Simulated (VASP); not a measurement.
Here is a VASP 6.6.1 calculation.

INCAR

```
SYSTEM = TiC
PREC = Accurate
ENCUT = 520
EDIFF = 1E-7
ISMEAR = 0
SIGMA = 0.15
LREAL = .FALSE.
LASPH = .TRUE.
NELM = 100
ALGO = Normal
ISIF = 2
LWAVE = .FALSE.
LCHARG = .FALSE.
GGA = PE
NBANDS = 15
```

The input KPOINTS:

```
regular mesh
0
G
  24 24 24
  0 0 0
```

File POSCAR:

```
TiC
1.0
    0.0000000000      2.1664615256      2.1664615256
    2.1664615256      0.0000000000      2.1664615256
    2.1664615256      2.1664615256      0.0000000000
Ti C
1 1
Direct
    0.0000000000      0.0000000000      0.0000000000
    0.5000000000      0.5000000000      0.5000000000
```

Potentials or basis: VASP PAW PBE potentials, release 64 (Ti_sv, C).

Launch:

```bash
$ cat potpaw_PBE.64/Ti_sv/POTCAR potpaw_PBE.64/C/POTCAR > POTCAR
$ mpirun -np 1 vasp_std > vasp.out
```

**Question.** What does it give for the pressure?

**Answer.** 0.2 GPa.

**Question.** What does it give for the band gap on the k mesh?

**Answer.** Zero (band 8 reaches 10.09 eV, above the bottom of band 9 at 9.00 eV).
